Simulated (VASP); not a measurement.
# Hf (P6_3/mmc) in VASP: notebook

Hf is run at these levels: PBE; tasks: single point.

All numbers are computed with VASP 6.6.1; they aren't measurements. Logs are shortened: lines on timing, memory, paths and dates and some standing lists are left out, and cuts for length are marked.

### Step 1. The cell of the first run

Symmetry: P6_3/mmc, No. 194, hexagonal system. Conventional cell: a = 3.153 Å, b = 3.153 Å, c = 4.989 Å, α = 90.00°, β = 90.00°, γ = 120.00°. Within 4.1 Å of Hf (site symmetry -6m2) lie 12 Hf at 3.09 to 3.15 Å.

### Step 2. Single point, PBE (volume scaled by 0.96)

File INCAR:

```
PREC = Accurate
ENCUT = 520
EDIFF = 1E-6
ISMEAR = -1
SIGMA = 0.05
LREAL = False
LASPH = True
NELM = 100
ALGO = Normal
ISIF = 2
LWAVE = False
LCHARG = False
GGA = PE
NBANDS = 17
```

File KPOINTS:

```
Automatic mesh
0
Gamma
  10 10 5
```

File POSCAR:

```
Hf
1.0
    3.1534960552      0.0000000000      0.0000000000
   -1.5767480276      2.7310076946      0.0000000000
    0.0000000000      0.0000000000      4.9894429718
Hf
2
Direct
    0.6666666667      0.3333333333      0.7500000000
    0.3333333333      0.6666666667      0.2500000000
```

Potentials or basis: VASP PAW PBE potentials, release 64 (Hf_pv).

Launch:

```
$ cat potpaw_PBE.64/Hf_pv/POTCAR > POTCAR
$ mpirun -np 1 vasp_std > vasp.out
```

OUTCAR:

```text
PREC = Accurate
   ENCUT = 520
   EDIFF = 1E-6
   ISMEAR = -1
   LREAL = False
   LASPH = True
   NELM = 100
   ISIF = 2
   GGA = PE

 ion  position               nearest neighbor table
   1  0.667  0.333  0.750-   2 3.09   2 3.09   2 3.09   2 3.09   2 3.09   2 3.09
   2  0.333  0.667  0.250-   1 3.09   1 3.09   1 3.09   1 3.09   1 3.09   1 3.09

  LATTYP: Found a hexagonal cell.
 ALAT       =     3.1534960552
 C/A-ratio  =     1.5821941377

  Lattice vectors:

 A1 = (   3.1534960552,   0.0000000000,   0.0000000000)
 A2 = (  -1.5767480276,   2.7310076946,   0.0000000000)
 A3 = (   0.0000000000,   0.0000000000,   4.9894429718)

Analysis of symmetry for initial positions (statically):
=====================================================================
 Subroutine PRICEL returns:
 Original cell was already a primitive cell.

 Routine SETGRP: Setting up the symmetry group for a
 hexagonal supercell.

 Subroutine GETGRP returns: Found 24 space group operations
 (whereof 12 operations were pure point group operations)
 out of a pool of 24 trial point group operations.

The static configuration has the point symmetry D_3d.
 The point group associated with its full space group is D_6h.

Analysis of symmetry for dynamics (positions and initial velocities):
=====================================================================
 Subroutine PRICEL returns:
 Original cell was already a primitive cell.

 Routine SETGRP: Setting up the symmetry group for a
 hexagonal supercell.

 Subroutine GETGRP returns: Found 24 space group operations
 (whereof 12 operations were pure point group operations)
 out of a pool of 24 trial point group operations.

The dynamic configuration has the point symmetry D_3d.
 The point group associated with its full space group is D_6h.

 Subroutine INISYM returns: Found 24 space group operations
 (whereof 12 operations are pure point group operations),
 and found     1 'primitive' translations

----------------------------------------------------------------------------------------

                                     Primitive cell

  volume of cell :      42.9702

  direct lattice vectors                    reciprocal lattice vectors
     3.153496055  0.000000000  0.000000000     0.317108372  0.183082604  0.000000000
    -1.576748028  2.731007695  0.000000000     0.000000000  0.366165208  0.000000000
     0.000000000  0.000000000  4.989442972     0.000000000  0.000000000  0.200423175

  length of vectors
     3.153496055  3.153496055  4.989442972     0.366165208  0.366165208  0.200423175
[... 75 lines left out ...]
   ISPIN  =      1    spin polarized calculation?
   LNONCOLLINEAR =      F non collinear calculations
   LSORBIT =      F    spin-orbit coupling
   LASPH  =      T    aspherical Exc in radial PAW
   ENCUT  =  520.0 eV  38.22 Ry    6.18 a.u.   5.86  5.86  9.28*2*pi/ulx,y,z
   NELM   =    100;   NELMIN=  2; NELMDL= -5     # of ELM steps
   EDIFF  = 0.1E-05   stopping-criterion for ELM
   LREAL  =      F    real-space projection
   EDIFFG = 0.1E-04   stopping-criterion for IOM
   NSW    =      0    number of steps for IOM
   IBRION =     -1    ionic relax: 0-MD 1-quasi-New 2-CG
   NFREE  =      0    steps in history (QN), initial steepest desc. (CG)
   ISIF   =      2    stress and relaxation
   ISYM   =      2    0-nonsym 1-usesym 2-fastsym
   POTIM  = 0.5000    time-step for ionic-motion
   TEBEG  =    0.0;   TEEND  =   0.0 temperature during run
   PSTRESS=    0.0 pullay stress
   NELECT =      20.0000    total number of electrons
   NUPDOWN=      -1.0000    fix difference up-down
   EMIN   =  10.00;   EMAX   =-10.00  energy-range for DOS
   EFERMI =   0.00;   METHOD = LEGACY
   ISMEAR =    -1;   SIGMA  =   0.05  broadening in eV -4-tet -1-fermi 0-gaus
   EFERMI_NEDOS =   21; number of points for ismear=-14 and -15
   IALGO  =     38    algorithm
   IMIX   =      4    mixing-type and parameters
     AMIX     =   0.40;   BMIX     =  1.00
     AMIX_MAG =   1.60;   BMIX_MAG =  1.00
  volume/ion in A,a.u.               =      21.49       144.99
  Fermi-wavevector in a.u.,A,eV,Ry     =   1.268710  2.397514 21.900283  1.609625
  Thomas-Fermi vector in A             =   2.401790
   LORBIT       =      0    0 simple, 1 ext, 2 COOP (PROOUT), +10 PAW based schemes
   GGA     = PE    functional components
   LHFCALC =     F    Hartree Fock is set to
   AEXX    =    0.0000 exact exchange contribution
   IVDW    =     0    specifies the selected vdW correction
   LEPSILON=     F    determine dielectric tensor
   LRPA    =     F    only Hartree local field effects (RPA)
 non-spin polarized calculation
  energy-cutoff  :      520.00
  volume of cell :       42.97
 maximum number of plane-waves:      1176
 NGX is ok and might be reduce to    24
   NGX = 11   NGY = 11   NGZ = 19

 number of electron      19.9999996 magnetization

 Free energy of the ion-electron system (eV)
  ---------------------------------------------------
  ext. energy  EPLUGINS =         0.00000000
  ---------------------------------------------------
  free energy    TOTEN  =       -19.82727703 eV

  energy without entropy =      -19.81791324  energy(sigma->0) =      -19.82259513

 E-fermi :   5.1798     XC(G=0): -11.4683

 val. band max:        5.1750074174   @ k =   0.0000   0.0000   0.4000
 cond. band min:       5.1930132009   @ k =   0.3000   0.3000   0.4000
 fundamental gap:      0.0180057835
 Fermi energy:         5.1797924624

 k-point     1 :       0.0000    0.0000    0.0000
  band No.  band energies     occupation
      1     -25.8462      2.00000
      2     -24.9950      2.00000
      3     -24.9950      2.00000
      4     -24.8543      2.00000
      5     -24.8500      2.00000
      6     -24.8500      2.00000
[... 457 lines left out ...]
      4     -25.1889      2.00000
      5     -25.0796      2.00000
      6     -24.9991      2.00000
[... 9 lines left out ...]
     16      11.4161      0.00000
     17      12.2874      0.00000

 [... further k-points ...]
[... 5 lines left out ...]
  --------------------------------------------------------------------------------------
  -------------------------------------------------------------------------------------
  Total        1.3356842      1.3356842      1.2808672      0.0000000      0.0000000      0.0000000
  in kB       49.8020355     49.8020355     47.7581409      0.0000000      0.0000000      0.0000000
  external PRESSURE =      49.1207373 kB  Pullay stress =       0.0000000 kB

 VOLUME and BASIS-vectors are now :
 -----------------------------------------------------------------------------
  energy-cutoff  :      520.00
  volume of cell :       42.97
      direct lattice vectors                 reciprocal lattice vectors
     3.153496055  0.000000000  0.000000000     0.317108372  0.183082604  0.000000000
    -1.576748028  2.731007695  0.000000000     0.000000000  0.366165208  0.000000000
     0.000000000  0.000000000  4.989442972     0.000000000  0.000000000  0.200423175

 POSITION                                       TOTAL-FORCE (eV/Angst)
 -----------------------------------------------------------------------------------
      1.57675      0.91034      3.74208         0.000000      0.000000      0.000000
     -0.00000      1.82067      1.24736         0.000000     -0.000000      0.000000
 -----------------------------------------------------------------------------------
    total drift:                               -0.000000      0.000000     -0.000000

  FREE ENERGIE OF THE ION-ELECTRON SYSTEM (eV)
  ---------------------------------------------------
  free  energy   TOTEN  =       -19.8272770296 eV

  energy  without entropy=      -19.8179132393  energy(sigma->0) =      -19.82259513
```

It took 36 s on 1 thread of AMD EPYC 7R43 (Zen 3), shared host; peak memory 0.14 GiB.

Results:

* Free energy: -19.8273 eV
* Pressure: 4.9 GPa
* Band gap on the k mesh: zero (band 10 reaches 6.39 eV, above the bottom of band 11 at 4.86 eV)

Levels at points of the mesh, in eV from the Fermi level:
```csv
k point,band 6,band 7,band 8,band 9,band 10,band 11,band 12,band 13,band 14,band 15
"(0.00, 0.00, 0.00)",-30.03,-7.49,-3.81,0.81,1.21,1.21,1.51,2.08,2.08,2.75
"(0.50, 0.00, 0.00)",-30.13,-3.40,-2.87,-2.33,-0.71,0.81,0.95,1.78,6.19,6.73
```

Caveat: the cell differs from its parent crystal (volume scaled by 0.96); spin-orbit coupling is left out, which moves the levels of the heavy elements.

### Step 3. Single point, PBE (volume scaled by 0.98)

File INCAR:

```
SYSTEM = Hf
PREC     = Accurate       ! precision mode
ENCUT    = 520            ! plane-wave cutoff, eV
EDIFF    = 1E-7           ! SCF threshold, eV
ISMEAR   = -1             ! smearing method
SIGMA    = 0.05           ! smearing width, eV
LREAL    = .FALSE.        ! projectors in reciprocal space
LASPH    = .TRUE.         ! aspherical terms in the spheres
NELM     = 100            ! most SCF steps
ALGO     = Fast           ! electronic algorithm
ISIF     = 2              ! what is computed and relaxed
LWAVE    = .FALSE.        ! write WAVECAR
LCHARG   = .FALSE.        ! write CHGCAR
GGA      = PE             ! functional
NBANDS   = 17             ! bands
```

File KPOINTS:

```
regular mesh
0
G
  10 10 5
  0 0 0
```

File POSCAR:

```
Hf
1.0
    3.1752449911      0.0000000000      0.0000000000
   -1.5876224956      2.7498428256      0.0000000000
    0.0000000000      0.0000000000      5.0238540107
Hf
2
Direct
    0.6666666667      0.3333333333      0.7500000000
    0.3333333333      0.6666666667      0.2500000000
```

Potentials or basis: VASP PAW PBE potentials, release 64 (Hf_pv).

Launch:

```
$ cat potpaw_PBE.64/Hf_pv/POTCAR > POTCAR
$ mpirun -np 1 vasp_std > vasp.out
```

Run time: 54 s. Hardware: 1 thread of AMD EPYC 7R43 (Zen 3), shared host; peak memory 0.13 GiB.

It converged, with:

- Free energy: -19.8478 eV
- Pressure: 2.4 GPa
- Band gap on the k mesh: zero (band 10 reaches 6.24 eV, above the bottom of band 11 at 4.72 eV)

Stress tensor (GPa, compression positive):
```
2.54 0.00 0.00
0.00 2.54 0.00
0.00 0.00 2.21
```

Levels at points of the mesh, in eV from the Fermi level:
| k point | band 7 | band 8 | band 9 | band 10 | band 11 | band 12 | band 13 | band 14 |
| --- | --- | --- | --- | --- | --- | --- | --- | --- |
| (0.00, 0.00, 0.00) | -7.43 | -3.75 | 0.73 | 1.20 | 1.20 | 1.49 | 2.05 | 2.05 |
| (0.50, 0.00, 0.00) | -3.37 | -2.80 | -2.27 | -0.75 | 0.81 | 0.91 | 1.74 | 6.04 |

Caveat: the cell differs from its parent crystal (volume scaled by 0.98); spin-orbit coupling is left out, which moves the levels of the heavy elements.

### Step 4. Single point, PBE

This run uses another cell than the first one, of 22.38 Å³/atom, 1.042 times its volume.

File INCAR:

```
SYSTEM = Hf
ALGO     = Normal         ! electronic algorithm
EDIFF    = 1E-7           ! SCF threshold, eV
ENCUT    = 520            ! plane-wave cutoff, eV
GGA      = PE             ! functional
ISIF     = 2              ! what is computed and relaxed
ISMEAR   = -1             ! smearing method
LASPH    = .True.         ! aspherical terms in the spheres
LCHARG   = .False.        ! write CHGCAR
LREAL    = .False.        ! projectors in reciprocal space
LWAVE    = .False.        ! write WAVECAR
NBANDS   = 17             ! bands
NELM     = 100            ! most SCF steps
PREC     = Accurate       ! precision mode
SIGMA    = 0.05           ! smearing width, eV
```

File KPOINTS:

```
k-points
0
Gamma
  10 10 5
  0 0 0
```

File POSCAR:

```
Hf
1.0
    3.1967000000      0.0000000000      0.0000000000
   -1.5983500000      2.7684234083      0.0000000000
    0.0000000000      0.0000000000      5.0578000000
Hf
2
Direct
    0.6666666667      0.3333333333      0.7500000000
    0.3333333333      0.6666666667      0.2500000000
```

Launch:

```
$ cat potpaw_PBE.64/Hf_pv/POTCAR > POTCAR
$ mpirun -np 1 vasp_std > vasp.out
```

It took 35 s on 1 thread of AMD EPYC 7R43 (Zen 3), shared host; peak memory 0.14 GiB.

The run converged. Its results:

```yaml
Free_energy: -19.8551 eV
Pressure: 0.2 GPa
Band_gap_on_the_k_mesh: zero (band 10 reaches 6.10 eV, above the bottom of band 11 at 4.59 eV)
```

Stress tensor (GPa, compression positive):
```
 0.30  0.00  0.00
 0.00  0.30  0.00
 0.00  0.00 -0.14
```

Levels at points of the mesh, in eV from the Fermi level:
```
           k point  band 7  band 8  band 9  band 10  band 11  band 12  band 13  band 14
(0.00, 0.00, 0.00)   -7.37   -3.70    0.65     1.19     1.19     1.47     2.01     2.01
(0.50, 0.00, 0.00)   -3.34   -2.73   -2.22    -0.79     0.80     0.88     1.69     5.90
```

Caveat: spin-orbit coupling is left out, which moves the levels of the heavy elements.

### Step 5. Single point, PBE (volume scaled by 1.02)

File INCAR:

```
ALGO = Normal ; EDIFF = 1E-6
ENCUT = 520 ; GGA = PE
ISIF = 2 ; ISMEAR = -1
LASPH = True ; LCHARG = False
LREAL = False ; LWAVE = False
NBANDS = 17 ; NELM = 60
PREC = Accurate ; SIGMA = 0.05
```

File KPOINTS:

```
k-points
0
Gamma
  10 10 5
```

File POSCAR:

```
Hf
1.0
    3.2178708157      0.0000000000      0.0000000000
   -1.6089354078      2.7867578725      0.0000000000
    0.0000000000      0.0000000000      5.0912963404
Hf
2
Direct
    0.6666666667      0.3333333333      0.7500000000
    0.3333333333      0.6666666667      0.2500000000
```

Launch:

```
$ cat potpaw_PBE.64/Hf_pv/POTCAR > POTCAR
$ mpirun -np 1 vasp_std > vasp.out
```

Run time: 36 s. Hardware: 1 thread of AMD EPYC 7R43 (Zen 3), shared host; peak memory 0.13 GiB.

Results (log left out):

```
Free energy            : -19.8502 eV
Pressure               : -1.9 GPa
Band gap on the k mesh : zero (band 10 reaches 5.96 eV, above the bottom of band 11 at 4.47 eV)
```

Stress tensor (GPa, compression positive):
```
-1.74  0.00  0.00
 0.00 -1.74  0.00
 0.00  0.00 -2.29
```

Levels at points of the mesh, in eV from the Fermi level:
| k point | band 6 | band 7 | band 8 | band 9 | band 10 | band 11 | band 12 | band 13 | band 14 | band 15 |
| --- | --- | --- | --- | --- | --- | --- | --- | --- | --- | --- |
| (0.00, 0.00, 0.00) | -30.27 | -7.31 | -3.64 | 0.58 | 1.18 | 1.18 | 1.45 | 1.98 | 1.98 | 2.60 |
| (0.50, 0.00, 0.00) | -30.35 | -3.31 | -2.67 | -2.16 | -0.83 | 0.80 | 0.85 | 1.65 | 5.76 | 6.26 |

Caveat: the cell differs from its parent crystal (volume scaled by 1.02); spin-orbit coupling is left out, which moves the levels of the heavy elements.

### Step 6. Single point, PBE (volume scaled by 1.04)

File INCAR:

```
  PREC = Accurate
  ENCUT = 520
  EDIFF = 1E-6
  ISMEAR = -1
  SIGMA = 0.05
  LREAL = False
  LASPH = True
  NELM = 100
  ALGO = Normal
  ISIF = 2
  LWAVE = False
  LCHARG = True
  GGA = PE
  LELF = True
  LVHAR = True
  NBANDS = 17
```

File KPOINTS:

```
regular mesh
0
Gamma
  10 10 5
```

File POSCAR:

```
Hf
1.0
    3.2387666662      0.0000000000      0.0000000000
   -1.6193833331      2.8048542099      0.0000000000
    0.0000000000      0.0000000000      5.1243576326
Hf
2
Direct
    0.6666666667      0.3333333333      0.7500000000
    0.3333333333      0.6666666667      0.2500000000
```

Potentials or basis: VASP PAW PBE potentials, release 64 (Hf_pv).

Launch:

```
$ cat potpaw_PBE.64/Hf_pv/POTCAR > POTCAR
$ mpirun -np 1 vasp_std > vasp.out
```

OUTCAR:

```text
PREC = Accurate
   ENCUT = 520
   EDIFF = 1E-6
   ISMEAR = -1
   LREAL = False
   LASPH = True
   NELM = 100
   ISIF = 2
   GGA = PE

 ion  position               nearest neighbor table
   1  0.667  0.333  0.750-   2 3.17   2 3.17   2 3.17   2 3.17   2 3.17   2 3.17
   2  0.333  0.667  0.250-   1 3.17   1 3.17   1 3.17   1 3.17   1 3.17   1 3.17

  LATTYP: Found a hexagonal cell.
 ALAT       =     3.2387666662
 C/A-ratio  =     1.5821941377

  Lattice vectors:

 A1 = (   3.2387666662,   0.0000000000,   0.0000000000)
 A2 = (  -1.6193833331,   2.8048542099,   0.0000000000)
 A3 = (   0.0000000000,   0.0000000000,   5.1243576326)

Analysis of symmetry for initial positions (statically):
=====================================================================
 Subroutine PRICEL returns:
 Original cell was already a primitive cell.

 Routine SETGRP: Setting up the symmetry group for a
 hexagonal supercell.

 Subroutine GETGRP returns: Found 24 space group operations
 (whereof 12 operations were pure point group operations)
 out of a pool of 24 trial point group operations.

[... 157 lines left out ...]
  ext. energy  EPLUGINS =         0.00000000
  ---------------------------------------------------
  free energy    TOTEN  =       -19.83417094 eV

  energy without entropy =      -19.82140703  energy(sigma->0) =      -19.82778899

 E-fermi :   4.6474     XC(G=0): -11.1041

 val. band max:        4.6108550823   @ k =   0.0000   0.0000   0.4000
 cond. band min:       4.6686904754   @ k =   0.1000   0.1000   0.4000
 fundamental gap:      0.0578353931
 Fermi energy:         4.6473573498

 k-point     1 :       0.0000    0.0000    0.0000
  band No.  band energies     occupation
      1     -26.4639      2.00000
      2     -25.8100      2.00000
      3     -25.8100      2.00000
      4     -25.7061      2.00000
      5     -25.6973      2.00000
      6     -25.6973      2.00000
[... 457 lines left out ...]
      4     -25.9576      2.00000
      5     -25.8773      2.00000
      6     -25.8126      2.00000
[... 9 lines left out ...]
     16      10.3270      0.00000
     17      11.0848      0.00000

 [... further k-points ...]
[... 5 lines left out ...]
  --------------------------------------------------------------------------------------
  -------------------------------------------------------------------------------------
  Total       -1.0491364     -1.0491364     -1.2319559      0.0000000      0.0000000     -0.0000000
  in kB      -36.1088071    -36.1088071    -42.4010254      0.0000000      0.0000000     -0.0000000
  external PRESSURE =     -38.2062132 kB  Pullay stress =       0.0000000 kB

 VOLUME and BASIS-vectors are now :
 -----------------------------------------------------------------------------
  energy-cutoff  :      520.00
  volume of cell :       46.55
      direct lattice vectors                 reciprocal lattice vectors
     3.238766666  0.000000000  0.000000000     0.308759507  0.178262385  0.000000000
    -1.619383333  2.804854210  0.000000000     0.000000000  0.356524769  0.000000000
     0.000000000  0.000000000  5.124357633     0.000000000  0.000000000  0.195146411

 POSITION                                       TOTAL-FORCE (eV/Angst)
 -----------------------------------------------------------------------------------
      1.61938      0.93495      3.84327         0.000000     -0.000000      0.000000
     -0.00000      1.86990      1.28109        -0.000000      0.000000      0.000000
 -----------------------------------------------------------------------------------
    total drift:                               -0.000000      0.000000     -0.000000

  FREE ENERGIE OF THE ION-ELECTRON SYSTEM (eV)
  ---------------------------------------------------
  free  energy   TOTEN  =       -19.8341709442 eV

  energy  without entropy=      -19.8214070330  energy(sigma->0) =      -19.82778899
```

stdout:

```text
POSCAR found type information on POSCAR Hf
 POSCAR found :  1 types and       2 ions
 scaLAPACK will be used
 LDA part: xc-table for (Slater+PW92), standard interpolation
 POSCAR, INCAR and KPOINTS ok, starting setup
 FFT: planning ... GRIDC
 FFT: planning ... GRID_SOFT
 FFT: planning ... GRID
 WAVECAR not read
 entering main loop
```

It took 35 s on 1 thread of AMD EPYC 7R43 (Zen 3), shared host; peak memory 0.13 GiB.

What came out:

```
Free energy            : -19.8342 eV
Pressure               : -3.8 GPa
Band gap on the k mesh : zero (band 10 reaches 5.82 eV, above the bottom of band 11 at 4.33 eV)
```

Caveat: the cell differs from its parent crystal (volume scaled by 1.04); spin-orbit coupling is left out, which moves the levels of the heavy elements.

### Step 7. The runs side by side

```csv
cell,gap on the mesh (eV),pressure (GPa)
"a = 3.153, b = 3.153, c = 4.989 Å, angles 90.0, 90.0, 120.0°, 2 atoms",none,4.9
"a = 3.175, b = 3.175, c = 5.024 Å, angles 90.0, 90.0, 120.0°, 2 atoms",none,2.4
"a = 3.197, b = 3.197, c = 5.058 Å, angles 90.0, 90.0, 120.0°, 2 atoms",none,0.2
"a = 3.218, b = 3.218, c = 5.091 Å, angles 90.0, 90.0, 120.0°, 2 atoms",none,-1.9
"a = 3.239, b = 3.239, c = 5.124 Å, angles 90.0, 90.0, 120.0°, 2 atoms",none,-3.8
```

Alike in all rows: task single point; level PBE; potentials or basis VASP PAW PBE potentials, release 64 (Hf_pv); no spin polarisation; k mesh 10 × 10 × 5; cutoff (eV) 520; smearing fermi-dirac 0.05 eV.

Caveats: spin-orbit coupling is left out, which moves the levels of the heavy elements.

Total energies depend on the potentials used, so only differences within one code and one set of settings carry meaning.
